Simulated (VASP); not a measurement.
# C (Fmmm) in VASP: notebook

The runs below take C through single point, with LDA.

Program: VASP 6.6.1. These are calculated values, not measurements. Logs are shortened: lines on timing, memory, paths and dates and some standing lists are left out, and cuts for length are marked.

## Step 1: The cell of the first run

Symmetry: Fmmm, No. 69, orthorhombic system. The conventional cell has a = 4.821 Å, b = 6.681 Å, c = 6.954 Å, α = 90.00°, β = 90.00°, γ = 90.00°. Within 1.9 Å of C (site symmetry m) lie 4 C at 1.44 to 1.57 Å. Within 2.0 Å of C (site symmetry m) lie 4 C at 1.48 to 1.57 Å.

## Step 2: Single point, LDA (strain -0.0400 x Voigt [0, 0, 0, 1, 0, 0])

File INCAR:

```
PREC = Accurate ; ENCUT = 520
EDIFF = 1E-6 ; ISMEAR = 0
SIGMA = 0.05 ; LREAL = F
LASPH = T ; NELM = 80
ALGO = Normal ; ISIF = 2
LWAVE = F ; LCHARG = F
GGA = CA ; NBANDS = 26
```

File KPOINTS:

```
regular mesh
0
Gamma
  8 8 8
```

File POSCAR:

```
C
1.0
   -2.4103983070      2.3621903409      2.3621903409
    2.4103983070     -2.4586062731      2.4586062731
    2.4103983070      2.4586062731     -2.4586062731
C
8
Direct
    0.3254710870      0.0000000000      0.0000000000
    0.6745289130      0.6745289130      0.6745289130
    0.0000000000      0.3254710870      0.0000000000
    0.0000000000      0.0000000000      0.3254710870
    0.0000000000      0.6745289130      0.0000000000
    0.3254710870      0.3254710870      0.3254710870
    0.6745289130      0.0000000000      0.0000000000
    0.0000000000      0.0000000000      0.6745289130
```

Potentials or basis: VASP PAW LDA potentials, release 64 (C).

Run with:

```
$ cat potpaw_LDA.64/C/POTCAR > POTCAR
$ mpirun -np 1 vasp_std > vasp.out
```

OUTCAR:

```text
PREC = Accurate
   ENCUT = 520
   EDIFF = 1E-6
   ISMEAR = 0
   LREAL = F
   LASPH = T
   NELM = 80
   ISIF = 2
   GGA = CA

 ion  position               nearest neighbor table
   1  0.325  0.000  0.000-   7 1.44   6 1.57   5 1.57   8 1.57
   2  0.675  0.675  0.675-   6 1.44   7 1.57   5 1.57   8 1.57
   3  0.000  0.325  0.000-   5 1.48   8 1.57   7 1.57   6 1.57
   4  0.000  0.000  0.325-   8 1.48   5 1.57   7 1.57   6 1.57
   5  0.000  0.675  0.000-   3 1.48   4 1.57   1 1.57   2 1.57
   6  0.325  0.325  0.325-   2 1.44   1 1.57   3 1.57   4 1.57
   7  0.675  0.000  0.000-   1 1.44   2 1.57   3 1.57   4 1.57
   8  0.000  0.000  0.675-   4 1.48   3 1.57   1 1.57   2 1.57

  LATTYP: Found a face centered orthorhombic cell.
 ALAT       =     4.8207966140
 B/A-ratio  =     1.3859292911
 C/A-ratio  =     1.4424978336

  Lattice vectors:

 A1 = (   0.0000000000,  -0.0964159322,   4.8207966140)
 A2 = (   2.4103983070,  -2.4586062731,   2.4586062731)
 A3 = (   2.4103983070,   2.3621903409,   2.3621903409)

Analysis of symmetry for initial positions (statically):
=====================================================================
 Subroutine PRICEL returns:
 Original cell was already a primitive cell.

 Routine SETGRP: Setting up the symmetry group for a
 face centered orthorhombic supercell.

 Subroutine GETGRP returns: Found  8 space group operations
 (whereof  8 operations were pure point group operations)
 out of a pool of  8 trial point group operations.

The static configuration has the point symmetry D_2h.

Analysis of symmetry for dynamics (positions and initial velocities):
=====================================================================
 Subroutine PRICEL returns:
 Original cell was already a primitive cell.

 Routine SETGRP: Setting up the symmetry group for a
 face centered orthorhombic supercell.

 Subroutine GETGRP returns: Found  8 space group operations
 (whereof  8 operations were pure point group operations)
 out of a pool of  8 trial point group operations.

The dynamic configuration has the point symmetry D_2h.

 Subroutine INISYM returns: Found  8 space group operations
 (whereof  8 operations are pure point group operations),
 and found     1 'primitive' translations

----------------------------------------------------------------------------------------

                                     Primitive cell

  volume of cell :      55.9954

  direct lattice vectors                    reciprocal lattice vectors
    -2.410398307  2.362190341  2.362190341     0.000000000  0.211667956  0.211667956
     2.410398307 -2.458606273  2.458606273     0.207434596  0.004150352  0.207517603
     2.410398307  2.458606273 -2.458606273     0.207434596  0.207517603  0.004150352

  length of vectors
     4.119454626  4.230781206  4.230781206     0.299343693  0.293444872  0.293444872

  position of ions in fractional coordinates (direct lattice)
     0.325471087  0.000000000  0.000000000
     0.674528913  0.674528913  0.674528913
     0.000000000  0.325471087  1.000000000
     0.000000000  0.000000000  0.325471087
     0.000000000  0.674528913  1.000000000
     0.325471087  0.325471087  0.325471087
     0.674528913  0.000000000  0.000000000
     0.000000000  0.000000000  0.674528913

  ion indices of the primitive-cell ions
   primitive index   ion index
                 1           1
                 2           2
                 3           3
                 4           4
                 5           5
                 6           6
                 7           7
                 8           8

----------------------------------------------------------------------------------------

 KPOINTS: regular mesh

Automatic generation of k-mesh.
 Grid dimensions read from file:
 generate k-points for:    8    8    8

 Generating k-lattice:

  Cartesian coordinates                     Fractional coordinates (reciprocal lattice)
     0.000000000  0.026458494  0.026458494     0.125000000  0.000000000  0.000000000
     0.025929325  0.000518794  0.025939700     0.000000000  0.125000000  0.000000000
     0.025929325  0.025939700  0.000518794     0.000000000 -0.000000000  0.125000000

  Length of vectors
     0.037417962  0.036680609  0.036680609

  Shift w.r.t. Gamma in fractional coordinates (k-lattice)
     0.000000000  0.000000000  0.000000000

 Subroutine IBZKPT returns following result:
 ===========================================

 Found     95 irreducible k-points:

 Following reciprocal coordinates:
            Coordinates               Weight
  0.000000  0.000000  0.000000      1.000000
  0.125000  0.000000  0.000000      2.000000
  0.250000  0.000000  0.000000      2.000000
  0.375000  0.000000  0.000000      2.000000
  0.500000  0.000000  0.000000      1.000000
 -0.000000  0.125000 -0.000000      8.000000
[... 16 lines left out ...]
  0.125000  0.125000  0.125000      4.000000
  0.250000  0.125000  0.125000      4.000000
 [... further k-points ...]
   k-points           NKPTS =     95   k-points in BZ     NKDIM =     95   number of bands    NBANDS=     26
   number of dos      NEDOS =    301   number of ions     NIONS =      8
   total plane-waves  NPLWV =  32768
   dimension x,y,z NGX =    32 NGY =   32 NGZ =   32
   dimension x,y,z NGXF=    64 NGYF=   64 NGZF=   64
   ions per type =               8
   NGX,Y,Z   is equivalent  to a cutoff of  12.91, 12.57, 12.57 a.u.
   NGXF,Y,Z  is equivalent  to a cutoff of  25.83, 25.15, 25.15 a.u.
 SYSTEM =  unknown system
   PREC   = accura    normal or accurate (medium, high low for compatibility)
   ISTART =      0    job   : 0-new  1-cont  2-samecut
   ICHARG =      2    charge: 1-file 2-atom 10-const
   ISPIN  =      1    spin polarized calculation?
   LNONCOLLINEAR =      F non collinear calculations
   LSORBIT =      F    spin-orbit coupling
   LASPH  =      T    aspherical Exc in radial PAW
   ENCUT  =  520.0 eV  38.22 Ry    6.18 a.u.   7.66  7.87  7.87*2*pi/ulx,y,z
   NELM   =     80;   NELMIN=  2; NELMDL= -5     # of ELM steps
   EDIFF  = 0.1E-05   stopping-criterion for ELM
   LREAL  =      F    real-space projection
   EDIFFG = 0.1E-04   stopping-criterion for IOM
   NSW    =      0    number of steps for IOM
   IBRION =     -1    ionic relax: 0-MD 1-quasi-New 2-CG
   NFREE  =      0    steps in history (QN), initial steepest desc. (CG)
   ISIF   =      2    stress and relaxation
   ISYM   =      2    0-nonsym 1-usesym 2-fastsym
   POTIM  = 0.5000    time-step for ionic-motion
   TEBEG  =    0.0;   TEEND  =   0.0 temperature during run
   PSTRESS=    0.0 pullay stress
   NELECT =      32.0000    total number of electrons
   NUPDOWN=      -1.0000    fix difference up-down
   EMIN   =  10.00;   EMAX   =-10.00  energy-range for DOS
   EFERMI =   0.00;   METHOD = LEGACY
   ISMEAR =     0;   SIGMA  =   0.05  broadening in eV -4-tet -1-fermi 0-gaus
   EFERMI_NEDOS =   21; number of points for ismear=-14 and -15
   IALGO  =     38    algorithm
   IMIX   =      4    mixing-type and parameters
     AMIX     =   0.40;   BMIX     =  1.00
     AMIX_MAG =   1.60;   BMIX_MAG =  1.00
  volume/ion in A,a.u.               =       7.00        47.23
  Fermi-wavevector in a.u.,A,eV,Ry     =   1.358545  2.567277 25.111507  1.845644
  Thomas-Fermi vector in A             =   2.485369
   LORBIT       =      0    0 simple, 1 ext, 2 COOP (PROOUT), +10 PAW based schemes
   GGA     = CA    functional components
   LHFCALC =     F    Hartree Fock is set to
   AEXX    =    0.0000 exact exchange contribution
   IVDW    =     0    specifies the selected vdW correction
   LEPSILON=     F    determine dielectric tensor
   LRPA    =     F    only Hartree local field effects (RPA)
 non-spin polarized calculation
 Gauss-broadening in eV      SIGMA  =   0.05
  energy-cutoff  :      520.00
  volume of cell :       56.00
 maximum number of plane-waves:      1530
   NGX = 15   NGY = 15   NGZ = 15

 number of electron      32.0000003 magnetization

 Free energy of the ion-electron system (eV)
  ---------------------------------------------------
  ext. energy  EPLUGINS =         0.00000000
  ---------------------------------------------------
  free energy    TOTEN  =       -75.19545393 eV

  energy without entropy =      -75.19545393  energy(sigma->0) =      -75.19545393

 E-fermi :   7.3846     XC(G=0): -12.0166

 val. band max:        7.1027021709   @ k =   0.5000   0.5000   0.5000
 cond. band min:       9.8061726617   @ k =   0.1250   0.1250   0.1250
 fundamental gap:      2.7034704909
 Fermi energy:         7.3845810534

 k-point     1 :       0.0000    0.0000    0.0000
  band No.  band energies     occupation
      1     -14.1451      2.00000
      2      -6.1183      2.00000
      3      -5.9272      2.00000
      4      -5.7235      2.00000
      5      -5.0529      2.00000
      6      -4.8873      2.00000
[... 18 lines left out ...]
     25      17.8627      0.00000
     26      18.3621      0.00000

 k-point     2 :       0.1250    0.0000    0.0000
  band No.  band energies     occupation
      1     -14.0400      2.00000
      2      -6.8617      2.00000
      3      -6.5372      2.00000
      4      -6.0763      2.00000
      5      -4.8725      2.00000
      6      -4.7986      2.00000
[... 18 lines left out ...]
     25      17.8033      0.00000
     26      18.4698      0.00000

 k-point     3 :       0.2500    0.0000    0.0000
  band No.  band energies     occupation
      1     -13.7515      2.00000
      2      -8.1672      2.00000
      3      -7.1958      2.00000
      4      -5.9722      2.00000
      5      -5.0523      2.00000
      6      -4.9605      2.00000
[... 18 lines left out ...]
     25      17.8352      0.00000
     26      18.6836      0.00000

 k-point     4 :       0.3750    0.0000    0.0000
  band No.  band energies     occupation
      1     -13.3869      2.00000
      2      -9.1705      2.00000
      3      -7.6069      2.00000
      4      -5.8641      2.00000
      5      -5.2725      2.00000
      6      -5.0617      2.00000
[... 18 lines left out ...]
     25      17.8652      0.00000
     26      18.7245      0.00000

 k-point     5 :       0.5000    0.0000    0.0000
  band No.  band energies     occupation
      1     -13.1979      2.00000
      2      -9.5768      2.00000
      3      -7.7455      2.00000
      4      -5.8181      2.00000
      5      -5.3561      2.00000
      6      -5.1068      2.00000
[... 18 lines left out ...]
     25      17.8429      0.00000
     26      18.7450      0.00000

 k-point     6 :      -0.0000    0.1250   -0.0000
  band No.  band energies     occupation
      1     -14.0468      2.00000
      2      -6.9719      2.00000
      3      -6.4799      2.00000
      4      -5.8620      2.00000
      5      -5.0429      2.00000
      6      -4.8285      2.00000
[... 427 lines left out ...]
 k-point    21 :       0.2500    0.5000    0.0000
  band No.  band energies     occupation
      1     -13.2924      2.00000
      2      -9.0520      2.00000
      3      -8.2607      2.00000
      4      -6.7535      2.00000
      5      -5.1280      2.00000
      6      -2.7646      2.00000
[... 18 lines left out ...]
     25      18.1342      0.00000
     26      18.4347      0.00000

 k-point    22 :      -0.0000    0.1250    0.1250
  band No.  band energies     occupation
      1     -13.8567      2.00000
      2      -7.8908      2.00000
      3      -6.9240      2.00000
      4      -6.1113      2.00000
      5      -5.1394      2.00000
      6      -4.1651      2.00000
[... 18 lines left out ...]
     25      17.8834      0.00000
     26      18.2333      0.00000

 k-point    23 :       0.1250    0.1250    0.1250
  band No.  band energies     occupation
      1     -13.6072      2.00000
      2      -8.6278      2.00000
      3      -7.0476      2.00000
      4      -6.9959      2.00000
      5      -4.3790      2.00000
      6      -3.9500      2.00000
[... 18 lines left out ...]
     25      18.1874      0.00000
     26      18.3377      0.00000

 k-point    24 :       0.2500    0.1250    0.1250
  band No.  band energies     occupation
      1     -13.3082      2.00000
      2      -9.1159      2.00000
      3      -7.8747      2.00000
      4      -7.1724      2.00000
      5      -4.3061      2.00000
      6      -3.8651      2.00000
[... 18 lines left out ...]
     25      18.2824      0.00000
     26      18.5604      0.00000

 [... further k-points ...]

------------------------ aborting loop because EDIFF is reached ----------------------------------------

  FORCE on cell =-STRESS in cart. coord.  units (eV):
  Direction    XX          YY          ZZ          XY          YZ          ZX
  --------------------------------------------------------------------------------------
  -------------------------------------------------------------------------------------
  Total        0.4446146      0.4182599      0.4182599      0.0000000      4.1233676      0.0000000
  in kB       12.7215973     11.9675180     11.9675180      0.0000000    117.9804248      0.0000000
  external PRESSURE =      12.2188778 kB  Pullay stress =       0.0000000 kB

 VOLUME and BASIS-vectors are now :
 -----------------------------------------------------------------------------
  energy-cutoff  :      520.00
  volume of cell :       56.00
      direct lattice vectors                 reciprocal lattice vectors
    -2.410398307  2.362190341  2.362190341     0.000000000  0.211667956  0.211667956
     2.410398307 -2.458606273  2.458606273     0.207434596  0.004150352  0.207517603
     2.410398307  2.458606273 -2.458606273     0.207434596  0.207517603  0.004150352

 POSITION                                       TOTAL-FORCE (eV/Angst)
 -----------------------------------------------------------------------------------
     -0.78451      0.76882      0.76882         0.045825     -0.038483     -0.038483
      1.62588      1.59337      1.59337         0.045825      0.038483      0.038483
      0.78451     -0.80021      0.80021         0.065022     -0.089160      0.089160
      0.78451      0.80021     -0.80021         0.065022      0.089160     -0.089160
      1.62588     -1.65840      1.65840        -0.065022      0.089160     -0.089160
      0.78451      0.76882      0.76882        -0.045825     -0.038483     -0.038483
     -1.62588      1.59337      1.59337        -0.045825      0.038483      0.038483
      1.62588      1.65840     -1.65840        -0.065022     -0.089160      0.089160
 -----------------------------------------------------------------------------------
    total drift:                               -0.000000      0.000000      0.000000

  FREE ENERGIE OF THE ION-ELECTRON SYSTEM (eV)
  ---------------------------------------------------
  free  energy   TOTEN  =       -75.1954539254 eV

  energy  without entropy=      -75.1954539254  energy(sigma->0) =      -75.19545393
```

Run time: 63 s. Hardware: 1 thread of AMD EPYC 9R45 (Zen 5), shared host; peak memory 0.18 GiB.

What came out:

```
Free energy            : -75.1955 eV
Pressure               : 1.2 GPa
Largest force          : 0.142 eV/Å
Band gap on the k mesh : 2.70 eV, indirect (least direct gap 3.59 eV)
```

Forces in eV/Å, atoms in the order of the input:
```
C    0.046 -0.038 -0.038
C    0.046  0.038  0.038
C    0.065 -0.089  0.089
C    0.065  0.089 -0.089
C   -0.065  0.089 -0.089
C   -0.046 -0.038 -0.038
C   -0.046  0.038  0.038
C   -0.065 -0.089  0.089
```

Stress tensor (GPa, compression positive):
```
 1.27  0.00  0.00
 0.00  1.20 11.80
 0.00 11.80  1.20
```

Caveat: the cell differs from its parent crystal (strain -0.0400 x Voigt [0, 0, 0, 1, 0, 0]). A k mesh can miss the band edges.

## Step 3: Single point, LDA (strain +0.0300 x Voigt [0, 0, 0, 1, 0, 0])

File INCAR:

```
  PREC = Accurate
  ENCUT = 520
  EDIFF = 1E-7
  ISMEAR = 0
  SIGMA = 0.05
  LREAL = F
  LASPH = T
  NELM = 100
  ALGO = Normal
  ISIF = 2
  LWAVE = F
  LCHARG = F
  NBANDS = 26
```

File KPOINTS:

```
Automatic mesh
0
Gamma
  8 8 8
```

Changes to POSCAR since step 2:

```diff
@@ -2,5 +2,5 @@
 1.0
-   -2.4103983070      2.3621903409      2.3621903409
-    2.4103983070     -2.4586062731      2.4586062731
-    2.4103983070      2.4586062731     -2.4586062731
+   -2.4103983070      2.4465542816      2.4465542816
+    2.4103983070     -2.3742423324      2.3742423324
+    2.4103983070      2.3742423324     -2.3742423324
 C
```

Potentials or basis: VASP PAW LDA potentials, release 64 (C).

Run with:

```
$ cat potpaw_LDA.64/C/POTCAR > POTCAR
$ mpirun -np 1 vasp_std > vasp.out
```

OUTCAR:

```text
PREC = Accurate
   ENCUT = 520
   EDIFF = 1E-7
   ISMEAR = 0
   LREAL = F
   LASPH = T
   NELM = 100
   ISIF = 2

 ion  position               nearest neighbor table
   1  0.325  0.000  0.000-   7 1.47   6 1.57   5 1.57   8 1.57
   2  0.675  0.675  0.675-   6 1.47   7 1.57   5 1.57   8 1.57
   3  0.000  0.325  0.000-   5 1.44   8 1.57   7 1.57   6 1.57
   4  0.000  0.000  0.325-   8 1.44   5 1.57   7 1.57   6 1.57
   5  0.000  0.675  0.000-   3 1.44   4 1.57   1 1.57   2 1.57
   6  0.325  0.325  0.325-   2 1.47   1 1.57   3 1.57   4 1.57
   7  0.675  0.000  0.000-   1 1.47   2 1.57   3 1.57   4 1.57
   8  0.000  0.000  0.675-   4 1.44   3 1.57   1 1.57   2 1.57
[... 909 lines left out ...]
  Total        0.4135744      0.3988478      0.3988478      0.0000000     -3.0948985      0.0000000
  in kB       11.8313846     11.4100894     11.4100894      0.0000000    -88.5377097      0.0000000
  external PRESSURE =      11.5505211 kB  Pullay stress =       0.0000000 kB

 VOLUME and BASIS-vectors are now :
 -----------------------------------------------------------------------------
  energy-cutoff  :      520.00
  volume of cell :       56.01
      direct lattice vectors                 reciprocal lattice vectors
    -2.410398307  2.446554282  2.446554282     0.000000000  0.204369061  0.204369061
     2.410398307 -2.374242332  2.374242332     0.207434596 -0.003112219  0.207481280
     2.410398307  2.374242332 -2.374242332     0.207434596  0.207481280 -0.003112219

 POSITION                                       TOTAL-FORCE (eV/Angst)
 -----------------------------------------------------------------------------------
     -0.78451      0.79628      0.79628        -0.059105      0.074268      0.074268
      1.62588      1.65027      1.65027        -0.059105     -0.074268     -0.074268
      0.78451     -0.77275      0.77275        -0.023358      0.020805     -0.020805
      0.78451      0.77275     -0.77275        -0.023358     -0.020805      0.020805
      1.62588     -1.60150      1.60150         0.023358     -0.020805      0.020805
      0.78451      0.79628      0.79628         0.059105      0.074268      0.074268
     -1.62588      1.65027      1.65027         0.059105     -0.074268     -0.074268
      1.62588      1.60150     -1.60150         0.023358      0.020805     -0.020805
 -----------------------------------------------------------------------------------
    total drift:                               -0.000000      0.000000      0.000000

  FREE ENERGIE OF THE ION-ELECTRON SYSTEM (eV)
  ---------------------------------------------------
  free  energy   TOTEN  =       -75.2316573041 eV

  energy  without entropy=      -75.2316573041  energy(sigma->0) =      -75.23165730
```

stdout:

```text
POSCAR found type information on POSCAR C
 POSCAR found :  1 types and       8 ions
 scaLAPACK will be used
 LDA part: xc-table for (Slater(with rela. corr.)+CA(PZ))
 , standard interpolation
 POSCAR, INCAR and KPOINTS ok, starting setup
 FFT: planning ... GRIDC
 FFT: planning ... GRID_SOFT
 FFT: planning ... GRID
 WAVECAR not read
 entering main loop
```

Run time: 67 s. Hardware: 1 thread of AMD EPYC 9R45 (Zen 5), shared host; peak memory 0.18 GiB.

Results:

```
Free energy            : -75.2317 eV
Pressure               : 1.2 GPa
Largest force          : 0.121 eV/Å
Band gap on the k mesh : 2.78 eV, indirect (least direct gap 3.64 eV)
```

Forces in eV/Å, atoms in the order of the input:
```
C   -0.059  0.074  0.074
C   -0.059 -0.074 -0.074
C   -0.023  0.021 -0.021
C   -0.023 -0.021  0.021
C    0.023 -0.021  0.021
C    0.059  0.074  0.074
C    0.059 -0.074 -0.074
C    0.023  0.021 -0.021
```

Caveat: the cell differs from its parent crystal (strain +0.0300 x Voigt [0, 0, 0, 1, 0, 0]). A k mesh can miss the band edges.

[end of part 1 of 2]
